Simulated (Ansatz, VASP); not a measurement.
## InP: VASP beside Ansatz

```xyz
6
Lattice="6.7866 0.0000 0.0000 -3.3933 5.8774 0.0000 0.0000 0.0000 3.6747" Properties=species:S:1:pos:R:3 pbc="T T T"
In    3.3933    0.0000    0.0000
In    1.6966    2.9387    0.0000
In   -1.6966    2.9387    0.0000
P     0.0000    0.0000    0.0000
P     0.0000    3.9182    1.8373
P     3.3933    1.9591    1.8373
```

Alike in both runs: task relaxation of cell and atoms; functional PBE; k mesh 6 × 6 × 10; occupations gaussian, width 0.1 eV; no spin polarisation.

|  | VASP | Ansatz |
| --- | --- | --- |
| version | VASP 6.6.1 | Ansatz 0.2.0 |
| potentials or method | VASP PAW PBE potentials, release 64 (In_d, P), cutoff 600 eV | scalar-relativistic, plane waves, PAW |
| valence electrons in the cell | 54 | 54 |

```tsv
	VASP	Ansatz	Ansatz less VASP
gap on the k mesh at the Fermi level, each at its own relaxed structure (eV)	none	none	-
relaxed volume (Å³/atom)	24.54	24.56	+0.017
relaxed cell length with the largest relative difference (Å)	6.803	6.807	+0.0040
```

A gap of «none» marks a metal or a gap that the smearing closes.
